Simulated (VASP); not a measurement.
Input of a VASP 6.6.1 run:

INCAR

```
SYSTEM = SiO2
PREC = Accurate ; ENCUT = 520
EDIFF = 1E-6 ; ISMEAR = -1
SIGMA = 0.05 ; LREAL = .False.
LASPH = .True. ; NELM = 60
ALGO = Normal ; ISIF = 2
LWAVE = .False. ; LCHARG = .False.
GGA = PE ; NBANDS = 44
```

KPOINTS

```
regular mesh
0
Gamma
  6 6 6
  0 0 0
```

POSCAR

```
SiO2
1.0
   -4.5049293543      4.5049293543      2.6363485867
    4.5049293543     -4.5049293543      2.6363485867
    4.5049293543      4.5049293543     -2.6363485867
Si O
4 8
Direct
    0.8230725458      0.8230725458      0.6461450915
    0.1769274542      0.8230725458      0.0000000000
    0.8230725458      0.1769274542      0.0000000000
    0.1769274542      0.1769274542      0.3538549085
    0.0000000000      0.7905336010      0.7905336010
    0.2094663990      0.0000000000      0.2094663990
    0.7905336010      0.0000000000      0.7905336010
    0.0000000000      0.2094663990      0.2094663990
    0.0000000000      0.0000000000      0.5000000000
    0.5000000000      0.0000000000      0.0000000000
    0.0000000000      0.5000000000      0.0000000000
    0.5000000000      0.5000000000      0.5000000000
```

Potentials or basis: VASP PAW PBE potentials, release 64 (Si, O).

The run is started by

```sh
$ cat potpaw_PBE.64/Si/POTCAR potpaw_PBE.64/O/POTCAR > POTCAR
$ mpirun -np 1 vasp_std > vasp.out
```

**Question.** Estimate the band gap on the k mesh.

**Answer.** 5.36 eV.

**Question.** Predict the pressure.

**Answer.** 0.0 GPa.

Forces on the atoms (eV/Å):
```
Si  -0.018 -0.018  0.000
Si  -0.018  0.018  0.000
Si   0.018 -0.018  0.000
Si   0.018  0.018  0.000
O    0.012  0.000  0.000
O    0.000 -0.012  0.000
O    0.000  0.012  0.000
O   -0.012  0.000  0.000
O    0.000  0.000  0.000
O    0.000  0.000  0.000
O    0.000  0.000  0.000
O    0.000  0.000  0.000
```

A k mesh can miss the band edges.
